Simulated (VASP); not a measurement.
# MgS (F-43m) in VASP: further runs

Runs on MgS. Level: PBEsol. Tasks: single point.

All numbers are computed with VASP 6.6.1; they aren't measurements. Logs are shortened: lines on timing, memory, paths and dates and some standing lists are left out, and cuts for length are marked.

## Step 1: The cell of the first run

Symmetry: F-43m, No. 216, cubic system. The conventional cell has a = 5.511 Å, b = 5.511 Å, c = 5.511 Å, α = 90.00°, β = 90.00°, γ = 90.00°. Within 3.2 Å of Mg (site symmetry -43m) lie 4 S at 2.39 Å. Within 3.2 Å of S (site symmetry -43m) lie 4 Mg at 2.39 Å.

## Step 2: Single point, PBEsol

File INCAR:

```
SYSTEM = MgS
ALGO = Normal ; EDIFF = 1E-7
ENCUT = 520 ; GGA = PS
ISIF = 2 ; ISMEAR = 0
LASPH = .TRUE. ; LCHARG = .TRUE.
LELF = .TRUE. ; LREAL = .FALSE.
LVHAR = .TRUE. ; LWAVE = .FALSE.
NBANDS = 11 ; NELM = 100
PREC = Accurate ; SIGMA = 0.01
```

File KPOINTS:

```
k-points
0
G
  5 5 5
  0 0 0
```

File POSCAR:

```
MgS
1.0
    0.0000000000      2.7554609040      2.7554609040
    2.7554609040      0.0000000000      2.7554609040
    2.7554609040      2.7554609040      0.0000000000
Mg S
1 1
Direct
    0.0000000000      0.0000000000      0.0000000000
    0.7500000000      0.7500000000      0.7500000000
```

Potentials or basis: VASP PAW PBE potentials, release 64 (Mg, S).

Launch:

```bash
$ cat potpaw_PBE.64/Mg/POTCAR potpaw_PBE.64/S/POTCAR > POTCAR
$ mpirun -np 1 vasp_std > vasp.out
```

OUTCAR:

```text
SYSTEM = MgS
   EDIFF = 1E-7
   ENCUT = 520
   GGA = PS
   ISIF = 2
   ISMEAR = 0
   LASPH = .TRUE.
   LREAL = .FALSE.
   NELM = 100
   PREC = Accurate

 ion  position               nearest neighbor table
   1  0.000  0.000  0.000-   2 2.39   2 2.39   2 2.39   2 2.39
   2  0.750  0.750  0.750-   1 2.39   1 2.39   1 2.39   1 2.39

  LATTYP: Found a face centered cubic cell.
 ALAT       =     5.5109218080

  Lattice vectors:

 A1 = (   0.0000000000,   2.7554609040,   2.7554609040)
 A2 = (   2.7554609040,   0.0000000000,   2.7554609040)
 A3 = (   2.7554609040,   2.7554609040,   0.0000000000)

Analysis of symmetry for initial positions (statically):
=====================================================================
 Subroutine PRICEL returns:
 Original cell was already a primitive cell.

 Routine SETGRP: Setting up the symmetry group for a
 face centered cubic supercell.

 Subroutine GETGRP returns: Found 24 space group operations
 (whereof 24 operations were pure point group operations)
 out of a pool of 48 trial point group operations.

The static configuration has the point symmetry T_d .

Analysis of symmetry for dynamics (positions and initial velocities):
=====================================================================
 Subroutine PRICEL returns:
 Original cell was already a primitive cell.

 Routine SETGRP: Setting up the symmetry group for a
 face centered cubic supercell.

 Subroutine GETGRP returns: Found 24 space group operations
 (whereof 24 operations were pure point group operations)
 out of a pool of 48 trial point group operations.

The dynamic configuration has the point symmetry T_d .

 Subroutine INISYM returns: Found 24 space group operations
 (whereof 24 operations are pure point group operations),
 and found     1 'primitive' translations

----------------------------------------------------------------------------------------

                                     Primitive cell

  volume of cell :      41.8420

  direct lattice vectors                    reciprocal lattice vectors
     0.000000000  2.755460904  2.755460904    -0.181457846  0.181457846  0.181457846
     2.755460904  0.000000000  2.755460904     0.181457846 -0.181457846  0.181457846
     2.755460904  2.755460904  0.000000000     0.181457846  0.181457846 -0.181457846

  length of vectors
     3.896810181  3.896810181  3.896810181     0.314294208  0.314294208  0.314294208

[... 72 lines left out ...]
   ISYM   =      2    0-nonsym 1-usesym 2-fastsym
   POTIM  = 0.5000    time-step for ionic-motion
   TEBEG  =    0.0;   TEEND  =   0.0 temperature during run
   PSTRESS=    0.0 pullay stress
   NELECT =       8.0000    total number of electrons
   NUPDOWN=      -1.0000    fix difference up-down
   EMIN   =  10.00;   EMAX   =-10.00  energy-range for DOS
   EFERMI =   0.00;   METHOD = LEGACY
   ISMEAR =     0;   SIGMA  =   0.01  broadening in eV -4-tet -1-fermi 0-gaus
   EFERMI_NEDOS =   21; number of points for ismear=-14 and -15
   IALGO  =     38    algorithm
   IMIX   =      4    mixing-type and parameters
     AMIX     =   0.40;   BMIX     =  1.00
     AMIX_MAG =   1.60;   BMIX_MAG =  1.00
  volume/ion in A,a.u.               =      20.92       141.18
  Fermi-wavevector in a.u.,A,eV,Ry     =   0.943121  1.782240 12.102063  0.889477
  Thomas-Fermi vector in A             =   2.070797
   LORBIT       =      0    0 simple, 1 ext, 2 COOP (PROOUT), +10 PAW based schemes
   GGA     = PS    functional components
   LHFCALC =     F    Hartree Fock is set to
   AEXX    =    0.0000 exact exchange contribution
   IVDW    =     0    specifies the selected vdW correction
   LEPSILON=     F    determine dielectric tensor
   LRPA    =     F    only Hartree local field effects (RPA)
 non-spin polarized calculation
 Gauss-broadening in eV      SIGMA  =   0.01
  energy-cutoff  :      520.00
  volume of cell :       41.84
 maximum number of plane-waves:      1139
 NGX is ok and might be reduce to    30
   NGX = 15   NGY = 15   NGZ = 15

 number of electron       7.9999999 magnetization

 Free energy of the ion-electron system (eV)
  ---------------------------------------------------
  ext. energy  EPLUGINS =         0.00000000
  ---------------------------------------------------
  free energy    TOTEN  =        -8.86585210 eV

  energy without entropy =       -8.86585210  energy(sigma->0) =       -8.86585210

 E-fermi :   1.6480     XC(G=0):  -8.8929

 val. band max:        1.5337202525   @ k =   0.0000   0.0000   0.0000
 cond. band min:       5.2354102356   @ k =   0.0000   0.0000   0.0000
 fundamental gap:      3.7016899832
 Fermi energy:         1.6480208082

 k-point     1 :       0.0000    0.0000    0.0000
  band No.  band energies     occupation
      1     -10.0225      2.00000
      2       1.5337      2.00000
      3       1.5337      2.00000
      4       1.5337      2.00000
      5       5.2354      0.00000
      6       9.6080      0.00000
      7       9.6080      0.00000
      8       9.6080      0.00000
      9      12.4819      0.00000
     10      12.4819      0.00000
     11      15.7321      0.00000
[... 113 lines left out ...]
 k-point    10 :      -0.4000    0.4000    0.2000
  band No.  band energies     occupation
      1      -8.9964      2.00000
      2      -1.1685      2.00000
      3      -0.3061      2.00000
      4       0.4053      2.00000
      5       6.9766      0.00000
      6       9.0849      0.00000
      7       9.4921      0.00000
      8      11.6464      0.00000
      9      13.5271      0.00000
     10      14.7334      0.00000
     11      17.2716      0.00000

------------------------ aborting loop because EDIFF is reached ----------------------------------------

  FORCE on cell =-STRESS in cart. coord.  units (eV):
  Direction    XX          YY          ZZ          XY          YZ          ZX
  --------------------------------------------------------------------------------------
  -------------------------------------------------------------------------------------
  Total        1.3254884      1.3254884      1.3254884      0.0000000     -0.0000000      0.0000000
  in kB       50.7544074     50.7544074     50.7544074      0.0000000     -0.0000000      0.0000000
  external PRESSURE =      50.7544074 kB  Pullay stress =       0.0000000 kB

 VOLUME and BASIS-vectors are now :
 -----------------------------------------------------------------------------
  energy-cutoff  :      520.00
  volume of cell :       41.84
      direct lattice vectors                 reciprocal lattice vectors
     0.000000000  2.755460904  2.755460904    -0.181457846  0.181457846  0.181457846
     2.755460904  0.000000000  2.755460904     0.181457846 -0.181457846  0.181457846
     2.755460904  2.755460904  0.000000000     0.181457846  0.181457846 -0.181457846

 POSITION                                       TOTAL-FORCE (eV/Angst)
 -----------------------------------------------------------------------------------
      0.00000      0.00000      0.00000         0.000000      0.000000      0.000000
      4.13319      4.13319      4.13319        -0.000000     -0.000000     -0.000000
 -----------------------------------------------------------------------------------
    total drift:                               -0.000000     -0.000000     -0.000000

  FREE ENERGIE OF THE ION-ELECTRON SYSTEM (eV)
  ---------------------------------------------------
  free  energy   TOTEN  =        -8.8658521002 eV

  energy  without entropy=       -8.8658521002  energy(sigma->0) =       -8.86585210
```

OSZICAR:

```text
N       E                     dE             d eps       ncg     rms          rms(c)
DAV:   1     0.206016184870E+02    0.20602E+02   -0.35962E+03   228   0.590E+02
DAV:   2    -0.777680462306E+01   -0.28378E+02   -0.27204E+02   267   0.990E+01
DAV:   3    -0.933642453573E+01   -0.15596E+01   -0.15580E+01   267   0.244E+01
DAV:   4    -0.934765728376E+01   -0.11233E-01   -0.11232E-01   256   0.248E+00
DAV:   5    -0.934780240686E+01   -0.14512E-03   -0.14512E-03   283   0.278E-01    0.394E+00
DAV:   6    -0.890848365199E+01    0.43932E+00   -0.10207E+00   249   0.381E+00    0.295E+00
DAV:   7    -0.886473998801E+01    0.43744E-01   -0.24205E-01   253   0.198E+00    0.218E+00
DAV:   8    -0.886635554334E+01   -0.16156E-02   -0.12565E-02   253   0.684E-01    0.105E+00
DAV:   9    -0.886577567826E+01    0.57987E-03   -0.14916E-03   250   0.199E-01    0.316E-01
DAV:  10    -0.886584438088E+01   -0.68703E-04   -0.18326E-04   241   0.672E-02    0.234E-02
DAV:  11    -0.886585229380E+01   -0.79129E-05   -0.83482E-06   256   0.150E-02    0.363E-02
DAV:  12    -0.886585212055E+01    0.17325E-06   -0.63309E-07   259   0.399E-03    0.118E-03
DAV:  13    -0.886585210023E+01    0.20317E-07   -0.25644E-08   161   0.823E-04
   1 F= -.88658521E+01 E0= -.88658521E+01  d E =-.246953E-60
```

stdout:

```text
POSCAR found type information on POSCAR MgS
 POSCAR found :  2 types and       2 ions
 scaLAPACK will be used
 -----------------------------------------------------------------------------
|                                                                             |
|                                                                             |
|     You enforced a specific xc type in the INCAR file but a different       |
|     I HOPE YOU KNOW WHAT YOU ARE DOING!                                     |
|                                                                             |
 -----------------------------------------------------------------------------

 LDA part: xc-table for (Slater+PW92), standard interpolation
 POSCAR, INCAR and KPOINTS ok, starting setup
 FFT: planning ... GRIDC
 FFT: planning ... GRID_SOFT
 FFT: planning ... GRID
 WAVECAR not read
 entering main loop
```

It took 6.7 s on 1 thread of Intel Xeon 6975P-C, shared host; peak memory 0.16 GiB.

What came out:

```
Free energy            : -8.8659 eV
Pressure               : 5.1 GPa
Band gap on the k mesh : 3.70 eV, direct
```

Caveat: the PAW data sets were made with another functional, which shifts forces and pressure a little. A k mesh can miss the band edges.

## Step 3: Single point, PBEsol

This run uses another cell than the first one, of 21.83 Å³/atom, 1.043 times its volume.

File INCAR:

```
PREC     = Accurate       # precision mode
ENCUT    = 520            # plane-wave cutoff, eV
EDIFF    = 1E-7           # SCF threshold, eV
ISMEAR   = 0              # smearing method
SIGMA    = 0.01           # smearing width, eV
LREAL    = False          # projectors in reciprocal space
LASPH    = True           # aspherical terms in the spheres
NELM     = 100            # most SCF steps
ALGO     = Normal         # electronic algorithm
ISIF     = 2              # what is computed and relaxed
LWAVE    = False          # write WAVECAR
LCHARG   = False          # write CHGCAR
GGA      = PS             # functional
NBANDS   = 11             # bands
```

File KPOINTS:

```
Automatic mesh
0
Gamma
  5 5 5
```

File POSCAR:

```
MgS
1.0
    0.0000000000      2.7948299501      2.7948299501
    2.7948299501      0.0000000000      2.7948299501
    2.7948299501      2.7948299501      0.0000000000
Mg S
1 1
Direct
    0.0000000000      0.0000000000      0.0000000000
    0.7500000000      0.7500000000      0.7500000000
```

Potentials or basis: VASP PAW PBE potentials, release 64 (Mg, S).

Launch:

```bash
$ cat potpaw_PBE.64/Mg/POTCAR potpaw_PBE.64/S/POTCAR > POTCAR
$ mpirun -np 1 vasp_std > vasp.out
```

Run time: 4.9 s. Hardware: 1 thread of Intel Xeon 6975P-C, shared host; peak memory 0.16 GiB.

The run converged. Its results:

| Quantity | Value |
| --- | --- |
| Free energy | -8.9058 eV |
| Pressure | 2.0 GPa |
| Band gap on the k mesh | 3.48 eV, direct |

Levels at points of the mesh, in eV from the valence-band top:
```tsv
k point	band 2	band 3	band 4	band 5	band 6	band 7
(0.00, 0.00, 0.00)	0.00	0.00	0.00	3.48	7.97	7.97
```

Caveat: the PAW data sets were made with another functional, which shifts forces and pressure a little.

## Step 4: Single point, PBEsol

This run uses another cell than the first one, of 22.74 Å³/atom, 1.087 times its volume.

File INCAR:

```
PREC = Accurate
ENCUT = 520
EDIFF = 1E-7
ISMEAR = 0
SIGMA = 0.01
LREAL = F
LASPH = T
NELM = 100
ALGO = Normal
ISIF = 2
LWAVE = F
LCHARG = F
GGA = PS
NBANDS = 11
```

KPOINTS is that of step 3.

File POSCAR:

```
MgS
1.0
    0.0000000000      2.8331200500      2.8331200500
    2.8331200500      0.0000000000      2.8331200500
    2.8331200500      2.8331200500      0.0000000000
Mg S
1 1
Direct
    0.0000000000      0.0000000000      0.0000000000
    0.7500000000      0.7500000000      0.7500000000
```

Launch:

```bash
$ cat potpaw_PBE.64/Mg/POTCAR potpaw_PBE.64/S/POTCAR > POTCAR
$ mpirun -np 1 vasp_std > vasp.out
```

Run time: 6.3 s. Hardware: 1 thread of Intel Xeon 6975P-C, shared host; peak memory 0.16 GiB.

The run converged. Its results:

| Property | Result |
| --- | --- |
| Free energy | -8.9141 eV |
| Pressure | -0.5 GPa |
| Band gap on the k mesh | 3.28 eV, direct |

Levels at points of the mesh, in eV from the valence-band top:
```csv
k point,band 1,band 2,band 3,band 4,band 5,band 6,band 7,band 8,band 9
"(0.00, 0.00, 0.00)",-11.26,0.00,0.00,0.00,3.28,7.86,7.86,7.86,10.78
```

Caveat: the PAW data sets were made with another functional, which shifts forces and pressure a little.

## Step 5: Single point, PBEsol

This run uses another cell than the first one, of 23.65 Å³/atom, 1.130 times its volume.

File INCAR:

```
SYSTEM = MgS
ALGO = Normal
EDIFF = 1E-6
ENCUT = 520
GGA = PS
ISIF = 2
ISMEAR = 0
LASPH = .True.
LCHARG = .True.
LELF = .True.
LREAL = .False.
LVHAR = .True.
LWAVE = .False.
NBANDS = 11
NELM = 100
PREC = Accurate
SIGMA = 0.01
```

File KPOINTS:

```
k-points
0
Gamma
  5 5 5
  0 0 0
```

File POSCAR:

```
MgS
1.0
    0.0000000000      2.8704022208      2.8704022208
    2.8704022208      0.0000000000      2.8704022208
    2.8704022208      2.8704022208      0.0000000000
Mg S
1 1
Direct
    0.0000000000      0.0000000000      0.0000000000
    0.7500000000      0.7500000000      0.7500000000
```

Launch:

```bash
$ cat potpaw_PBE.64/Mg/POTCAR potpaw_PBE.64/S/POTCAR > POTCAR
$ mpirun -np 1 vasp_std > vasp.out
```

It took 5.5 s on 1 thread of Intel Xeon 6975P-C, shared host; peak memory 0.16 GiB.

The run converged. Its results:

- Free energy: -8.8966 eV
- Pressure: -2.6 GPa
- Band gap on the k mesh: 3.10 eV, direct

Levels at points of the mesh, in eV from the valence-band top:
```csv
k point,band 2,band 3,band 4,band 5,band 6,band 7
"(0.00, 0.00, 0.00)",0.00,0.00,0.00,3.10,7.76,7.76
```

Caveat: the PAW data sets were made with another functional, which shifts forces and pressure a little.

## Step 6: Single point, PBEsol

This run uses another cell than the first one, of 24.56 Å³/atom, 1.174 times its volume.

File INCAR:

```
SYSTEM = MgS
PREC = Accurate
ENCUT = 520
EDIFF = 1E-6
ISMEAR = 0
SIGMA = 0.01
LREAL = .False.
LASPH = .True.
NELM = 100
ALGO = Normal
ISIF = 2
LWAVE = .False.
LCHARG = .False.
GGA = PS
NBANDS = 11
```

File KPOINTS:

```
Automatic mesh
0
Gamma
  5 5 5
  0 0 0
```

File POSCAR:

```
MgS
1.0
    0.0000000000      2.9067402837      2.9067402837
    2.9067402837      0.0000000000      2.9067402837
    2.9067402837      2.9067402837      0.0000000000
Mg S
1 1
Direct
    0.0000000000      0.0000000000      0.0000000000
    0.7500000000      0.7500000000      0.7500000000
```

Potentials or basis: VASP PAW PBE potentials, release 64 (Mg, S).

Launch:

```bash
$ cat potpaw_PBE.64/Mg/POTCAR potpaw_PBE.64/S/POTCAR > POTCAR
$ mpirun -np 1 vasp_std > vasp.out
```

Wall time 4.7 s (1 thread of Intel Xeon 6975P-C, shared host); peak memory 0.17 GiB.

It converged, with:

| Quantity | Value |
| --- | --- |
| Free energy | -8.8583 eV |
| Pressure | -4.2 GPa |
| Band gap on the k mesh | 2.92 eV, direct |

Levels at points of the mesh, in eV from the valence-band top:
```tsv
k point	band 1	band 2	band 3	band 4	band 5	band 6	band 7	band 8	band 9
(0.00, 0.00, 0.00)	-11.02	0.00	0.00	0.00	2.92	7.67	7.67	7.67	10.61
```

Caveat: the PAW data sets were made with another functional, which shifts forces and pressure a little. PBEsol gaps usually lie below the measured ones, often by a third to a half.

## Step 7: The runs side by side

| cell | gap on the mesh (eV) | pressure (GPa) |
| --- | --- | --- |
| a = 3.897 Å, angles 60.0°, 2 atoms | 3.70 | 5.1 |
| a = 3.952 Å, angles 60.0°, 2 atoms | 3.48 | 2.0 |
| a = 4.007 Å, angles 60.0°, 2 atoms | 3.28 | -0.5 |
| a = 4.059 Å, angles 60.0°, 2 atoms | 3.10 | -2.6 |
| a = 4.111 Å, angles 60.0°, 2 atoms | 2.92 | -4.2 |

Alike in all rows: task single point; level PBEsol; potentials or basis VASP PAW PBE potentials, release 64 (Mg, S); no spin polarisation; k mesh 5 × 5 × 5; cutoff (eV) 520; smearing gaussian 0.01 eV.

Caveats: the PAW data sets were made with another functional, which shifts forces and pressure a little.

Absolute energies hang on the potentials; compare differences alone.
